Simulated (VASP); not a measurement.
# As3P in VASP: single point with PBE+D3(BJ)

Aim: the single point of As3P with PBE+D3(BJ).

Everything below comes from runs of VASP 6.6.1. Logs are shortened: lines on timing, memory, paths and dates and some standing lists are left out, and cuts for length are marked.

### Step 1. The cell of the first run

The cell holds a sheet with vacuum, 4 atoms: a = 3.495 Å, b = 3.495 Å, c = 36.987 Å, α = 90.00°, β = 90.00°, γ = 120.00°.

### Step 2. Single point, PBE+D3(BJ)

The input, INCAR:

```
ALGO = Normal
DIPOL = 0.5 0.5 0.270
EDIFF = 1E-7
ENCUT = 520
GGA = PE
IDIPOL = 3
ISIF = 2
ISMEAR = 0
IVDW = 12
LASPH = T
LCHARG = F
LDIPOL = T
LREAL = F
LWAVE = F
NBANDS = 18
NELM = 60
PREC = Accurate
SIGMA = 0.02
```

The input, KPOINTS:

```
k-points
0
Gamma
  12 12 1
```

The input, POSCAR:

```
As3P
1.0
    3.4951579406     -0.0000001355      0.0000000000
   -1.7475788529      3.0268956346      0.0000000000
    0.0000000000      0.0000000000     36.9868763465
P As
1 3
Direct
    0.0000000000      0.0000000000      0.1813955819
    0.3333333333      0.6666666667      0.2167327611
    0.3333333333      0.6666666667      0.3216736034
    0.0000000000      0.0000000000      0.3600537306
```

Potentials or basis: VASP PAW PBE potentials, release 64 (P, As).

Launch:

```
> cat potpaw_PBE.64/P/POTCAR potpaw_PBE.64/As/POTCAR > POTCAR
> mpirun -np 1 vasp_std > vasp.out
```

OUTCAR:

```text
EDIFF = 1E-7
   ENCUT = 520
   GGA = PE
   ISIF = 2
   ISMEAR = 0
   IVDW = 12
   LASPH = T
   LREAL = F
   NELM = 60
   PREC = Accurate
 IVDW          = 12

 ion  position               nearest neighbor table
   1  0.000  0.000  0.181-   2 2.40   2 2.40   2 2.40
   2  0.333  0.667  0.217-   1 2.40   1 2.40   1 2.40
   3  0.333  0.667  0.322-   4 2.47   4 2.47   4 2.47
   4  0.000  0.000  0.360-   3 2.47   3 2.47   3 2.47

  LATTYP: Found a hexagonal cell.
 ALAT       =     3.4951579406
 C/A-ratio  =    10.5823190182

  Lattice vectors:

 A1 = (   3.4951579406,  -0.0000001355,   0.0000000000)
 A2 = (  -1.7475788529,   3.0268956346,   0.0000000000)
 A3 = (   0.0000000000,   0.0000000000,  36.9868763465)

Analysis of symmetry for initial positions (statically):
=====================================================================
 Subroutine PRICEL returns:
 Original cell was already a primitive cell.

 Routine SETGRP: Setting up the symmetry group for a
 hexagonal supercell.

 Subroutine GETGRP returns: Found  6 space group operations
 (whereof  6 operations were pure point group operations)
 out of a pool of 24 trial point group operations.

The static configuration has the point symmetry C_3v.

Analysis of symmetry for dynamics (positions and initial velocities):
=====================================================================
 Subroutine PRICEL returns:
 Original cell was already a primitive cell.

 Routine SETGRP: Setting up the symmetry group for a
 hexagonal supercell.

 Subroutine GETGRP returns: Found  6 space group operations
 (whereof  6 operations were pure point group operations)
 out of a pool of 24 trial point group operations.

The dynamic configuration has the point symmetry C_3v.

 Subroutine INISYM returns: Found  6 space group operations
 (whereof  6 operations are pure point group operations),
 and found     1 'primitive' translations

----------------------------------------------------------------------------------------

                                     Primitive cell

  volume of cell :     391.3018

  direct lattice vectors                    reciprocal lattice vectors
     3.495157941 -0.000000135  0.000000000     0.286110110  0.165185734  0.000000000
    -1.747578853  3.026895635  0.000000000     0.000000013  0.330371490  0.000000000
     0.000000000  0.000000000 36.986876346     0.000000000  0.000000000  0.027036617

  length of vectors
     3.495157941  3.495157941 36.986876346     0.330371490  0.330371490  0.027036617

  position of ions in fractional coordinates (direct lattice)
     0.000000000  0.000000000  0.181395582
     0.333333333  0.666666667  0.216732761
     0.333333333  0.666666667  0.321673603
     0.000000000  0.000000000  0.360053731

  ion indices of the primitive-cell ions
   primitive index   ion index
                 1           1
                 2           2
                 3           3
                 4           4

----------------------------------------------------------------------------------------

 KPOINTS: k-points

Automatic generation of k-mesh.
 Grid dimensions read from file:
 generate k-points for:   12   12    1

 Generating k-lattice:

  Cartesian coordinates                     Fractional coordinates (reciprocal lattice)
     0.023842509  0.013765478  0.000000000     0.083333333  0.000000000  0.000000000
     0.000000001  0.027530958  0.000000000     0.000000000  0.083333333  0.000000000
     0.000000000  0.000000000  0.027036617     0.000000000  0.000000000  1.000000000

  Length of vectors
     0.027530958  0.027530958  0.027036617

  Shift w.r.t. Gamma in fractional coordinates (k-lattice)
     0.000000000  0.000000000  0.000000000

 Subroutine IBZKPT returns following result:
 ===========================================

 Found     19 irreducible k-points:

 Following reciprocal coordinates:
            Coordinates               Weight
  0.000000  0.000000  0.000000      1.000000
  0.083333  0.000000  0.000000      6.000000
  0.166667  0.000000  0.000000      6.000000
  0.250000  0.000000  0.000000      6.000000
  0.333333  0.000000  0.000000      6.000000
  0.416667  0.000000  0.000000      6.000000
[... 11 lines left out ...]
  0.333333  0.250000  0.000000     12.000000
  0.333333  0.333333  0.000000      2.000000
   k-points           NKPTS =     19   k-points in BZ     NKDIM =     19   number of bands    NBANDS=     18
   number of dos      NEDOS =    301   number of ions     NIONS =      4
   total plane-waves  NPLWV = 219520
   dimension x,y,z NGX =    28 NGY =   28 NGZ =  280
   dimension x,y,z NGXF=    56 NGYF=   56 NGZF=  560
   ions per type =               1   3
   NGX,Y,Z   is equivalent  to a cutoff of  13.32, 13.32, 12.59 a.u.
   NGXF,Y,Z  is equivalent  to a cutoff of  26.64, 26.64, 25.17 a.u.
 SYSTEM =  unknown system
   PREC   = accura    normal or accurate (medium, high low for compatibility)
   ISTART =      0    job   : 0-new  1-cont  2-samecut
   ICHARG =      2    charge: 1-file 2-atom 10-const
   ISPIN  =      1    spin polarized calculation?
   LNONCOLLINEAR =      F non collinear calculations
   LSORBIT =      F    spin-orbit coupling
   LASPH  =      T    aspherical Exc in radial PAW
   ENCUT  =  520.0 eV  38.22 Ry    6.18 a.u.   6.50  6.50 68.77*2*pi/ulx,y,z
   NELM   =     60;   NELMIN=  2; NELMDL= -5     # of ELM steps
   EDIFF  = 0.1E-06   stopping-criterion for ELM
   LREAL  =      F    real-space projection
   EDIFFG = 0.1E-05   stopping-criterion for IOM
   NSW    =      0    number of steps for IOM
   IBRION =     -1    ionic relax: 0-MD 1-quasi-New 2-CG
   NFREE  =      0    steps in history (QN), initial steepest desc. (CG)
   ISIF   =      2    stress and relaxation
   ISYM   =      2    0-nonsym 1-usesym 2-fastsym
   POTIM  = 0.5000    time-step for ionic-motion
   TEBEG  =    0.0;   TEEND  =   0.0 temperature during run
   PSTRESS=    0.0 pullay stress
   NELECT =      20.0000    total number of electrons
   NUPDOWN=      -1.0000    fix difference up-down
   EMIN   =  10.00;   EMAX   =-10.00  energy-range for DOS
   EFERMI =   0.00;   METHOD = LEGACY
   ISMEAR =     0;   SIGMA  =   0.02  broadening in eV -4-tet -1-fermi 0-gaus
   EFERMI_NEDOS =   21; number of points for ismear=-14 and -15
   IALGO  =     38    algorithm
   IMIX   =      4    mixing-type and parameters
     AMIX     =   0.40;   BMIX     =  1.00
     AMIX_MAG =   1.60;   BMIX_MAG =  1.00
  volume/ion in A,a.u.               =      97.83       660.16
  Fermi-wavevector in a.u.,A,eV,Ry     =   0.607548  1.148100  5.022115  0.369115
  Thomas-Fermi vector in A             =   1.662051
   LORBIT       =      0    0 simple, 1 ext, 2 COOP (PROOUT), +10 PAW based schemes
   GGA     = PE    functional components
   LHFCALC =     F    Hartree Fock is set to
   AEXX    =    0.0000 exact exchange contribution
   IVDW    =    12    specifies the selected vdW correction
   LEPSILON=     F    determine dielectric tensor
   LRPA    =     F    only Hartree local field effects (RPA)
 non-spin polarized calculation
 Gauss-broadening in eV      SIGMA  =   0.02
  energy-cutoff  :      520.00
  volume of cell :      391.30
 maximum number of plane-waves:     10661
 NGX is ok and might be reduce to    28
   NGX = 13   NGY = 13   NGZ =137

 dipolmoment           0.000000      0.000000      0.000013 electrons x Angstroem

 number of electron      20.0000001 magnetization

 dipolmoment           0.000000      0.000000     -0.028012 electrons x Angstroem

 Free energy of the ion-electron system (eV)
  ---------------------------------------------------
  ext. energy  EPLUGINS =         0.00000000
  ---------------------------------------------------
  free energy    TOTEN  =       -19.19084194 eV

  energy without entropy =      -19.19084194  energy(sigma->0) =      -19.19084194

 E-fermi :  -2.9197     XC(G=0):  -2.6169

 val. band max:       -3.0296738320   @ k =   0.0000   0.0000   0.0000
 cond. band min:      -2.0038157026   @ k =   0.3333   0.0000   0.0000
 fundamental gap:      1.0258581293
 Fermi energy:        -2.9196647233

 k-point     1 :       0.0000    0.0000    0.0000
  band No.  band energies     occupation
      1     -17.2366      2.00000
      2     -17.1171      2.00000
      3     -10.7841      2.00000
      4     -10.1301      2.00000
      5      -4.5658      2.00000
      6      -3.7550      2.00000
[... 10 lines left out ...]
     17       1.5677      0.00000
     18       1.9952      0.00000

 k-point     2 :       0.0833    0.0000    0.0000
  band No.  band energies     occupation
      1     -17.1362      2.00000
      2     -17.0193      2.00000
      3     -10.7462      2.00000
      4     -10.1021      2.00000
      5      -4.6552      2.00000
      6      -4.4638      2.00000
[... 10 lines left out ...]
     17       1.7172      0.00000
     18       2.1072      0.00000

 k-point     3 :       0.1667    0.0000    0.0000
  band No.  band energies     occupation
      1     -16.8376      2.00000
      2     -16.7283      2.00000
      3     -10.6761      2.00000
      4     -10.0762      2.00000
      5      -5.9853      2.00000
      6      -5.5064      2.00000
[... 10 lines left out ...]
     17       2.1241      0.00000
     18       2.4267      0.00000

 k-point     4 :       0.2500    0.0000    0.0000
  band No.  band energies     occupation
      1     -16.3507      2.00000
      2     -16.2539      2.00000
      3     -10.7438      2.00000
      4     -10.2785      2.00000
      5      -7.0238      2.00000
      6      -6.6914      2.00000
[... 10 lines left out ...]
     17       2.5023      0.00000
     18       2.9438      0.00000

 k-point     5 :       0.3333    0.0000    0.0000
  band No.  band energies     occupation
      1     -15.7018      2.00000
      2     -15.6213      2.00000
      3     -11.2262      2.00000
      4     -10.9721      2.00000
      5      -7.3969      2.00000
      6      -7.1290      2.00000
[... 10 lines left out ...]
     17       3.0999      0.00000
     18       3.3692      0.00000

 k-point     6 :       0.4167    0.0000    0.0000
  band No.  band energies     occupation
      1     -14.9769      2.00000
      2     -14.9145      2.00000
      3     -12.0419      2.00000
      4     -11.9020      2.00000
      5      -7.2481      2.00000
      6      -6.9333      2.00000
[... 10 lines left out ...]
     17       2.6675      0.00000
     18       3.6145      0.00000

 k-point     7 :       0.5000    0.0000    0.0000
  band No.  band energies     occupation
      1     -14.5505      2.00000
      2     -14.4994      2.00000
      3     -12.5381      2.00000
      4     -12.4179      2.00000
      5      -7.0555      2.00000
      6      -6.7302      2.00000
[... 10 lines left out ...]
     17       2.4008      0.00000
     18       3.5353      0.00000

 k-point     8 :       0.0833    0.0833    0.0000
  band No.  band energies     occupation
      1     -16.9366      2.00000
      2     -16.8248      2.00000
      3     -10.6910      2.00000
      4     -10.0732      2.00000
      5      -5.5730      2.00000
      6      -5.0524      2.00000
[... 10 lines left out ...]
     17       2.0254      0.00000
     18       2.3182      0.00000
[... 124 lines left out ...]
     17       3.4596      0.00000
     18       3.5428      0.00000

 k-point    15 :       0.3333    0.1667    0.0000
  band No.  band energies     occupation
      1     -14.6957      2.00000
      2     -14.6395      2.00000
      3     -12.1459      2.00000
      4     -12.0061      2.00000
      5      -7.3492      2.00000
      6      -7.1607      2.00000
[... 10 lines left out ...]
     17       3.3032      0.00000
     18       4.0330      0.00000

 k-point    16 :       0.4167    0.1667    0.0000
  band No.  band energies     occupation
      1     -14.2478      2.00000
      2     -14.2020      2.00000
      3     -12.6377      2.00000
      4     -12.5081      2.00000
      5      -7.4705      2.00000
      6      -7.2720      2.00000
[... 10 lines left out ...]
     17       3.0669      0.00000
     18       3.9427      0.00000

 k-point    17 :       0.2500    0.2500    0.0000
  band No.  band energies     occupation
      1     -14.7374      2.00000
      2     -14.6798      2.00000
      3     -12.0108      2.00000
      4     -11.8595      2.00000
      5      -7.5502      2.00000
      6      -7.2346      2.00000
[... 10 lines left out ...]
     17       3.8829      0.00000
     18       4.3512      0.00000

 k-point    18 :       0.3333    0.2500    0.0000
  band No.  band energies     occupation
      1     -14.0441      2.00000
      2     -13.9991      2.00000
      3     -12.7066      2.00000
      4     -12.5651      2.00000
      5      -7.9746      2.00000
      6      -7.6913      2.00000
[... 10 lines left out ...]
     17       4.1138      0.00000
     18       4.6338      0.00000

 k-point    19 :       0.3333    0.3333    0.0000
  band No.  band energies     occupation
      1     -13.5754      2.00000
      2     -13.3367      2.00000
      3     -13.3351      2.00000
      4     -12.9794      2.00000
      5      -8.2407      2.00000
      6      -7.9546      2.00000
[... 10 lines left out ...]
     17       4.2643      0.00000
     18       5.2699      0.00000

------------------------ aborting loop because EDIFF is reached ----------------------------------------

 vacuum level on the upper side and lower side of the slab       (xc-potential included)        -0.243         0.229

 Edisp (eV)   -1.00800

 E8    (eV) :    -0.4303

  FORCE on cell =-STRESS in cart. coord.  units (eV):
  Direction    XX          YY          ZZ          XY          YZ          ZX
  --------------------------------------------------------------------------------------
  -------------------------------------------------------------------------------------
  Total       0.10319     0.10319     0.17652     0.00000     0.00000     0.00000
  in kB       0.42252     0.42252     0.72274     0.00000     0.00000     0.00000
  external pressure =        0.52 kB  Pullay stress =        0.00 kB

 VOLUME and BASIS-vectors are now :
 -----------------------------------------------------------------------------
  energy-cutoff  :      520.00
  volume of cell :      391.30
      direct lattice vectors                 reciprocal lattice vectors
     3.495157941 -0.000000135  0.000000000     0.286110110  0.165185734  0.000000000
    -1.747578853  3.026895635  0.000000000     0.000000013  0.330371490  0.000000000
     0.000000000  0.000000000 36.986876346     0.000000000  0.000000000  0.027036617

 POSITION                                       TOTAL-FORCE (eV/Angst)
 -----------------------------------------------------------------------------------
      0.00000      0.00000      6.70926        -0.000000     -0.000000     -0.023515
      0.00000      2.01793      8.01627        -0.000000      0.000000      0.022165
      0.00000      2.01793     11.89770         0.000000     -0.000000     -0.100849
      0.00000      0.00000     13.31726         0.000000     -0.000000      0.102200
 -----------------------------------------------------------------------------------
    total drift:                               -0.000000      0.000000      0.000101

  FREE ENERGIE OF THE ION-ELECTRON SYSTEM (eV)
  ---------------------------------------------------
  free  energy   TOTEN  =       -20.1988387189 eV

  energy  without entropy=      -20.1988387189  energy(sigma->0) =      -20.19883872

 vacuum level on the upper side and lower side of the slab         1.966         2.445
```

Wall time 3.5 min (1 thread of Intel Xeon Platinum 8375C at 2.90GHz (Ice Lake), shared host); peak memory 0.52 GiB.

Results:

- Free energy: -20.1988 eV
- Largest force: 0.102 eV/Å
- Band gap on the k mesh: 1.03 eV, indirect (least direct gap 1.70 eV)
- Dispersion energy per atom: -0.252 eV

Forces in eV/Å, atoms in the order of the input:
```
P    0.000  0.000 -0.024
As   0.000  0.000  0.022
As   0.000  0.000 -0.101
As   0.000  0.000  0.102
```
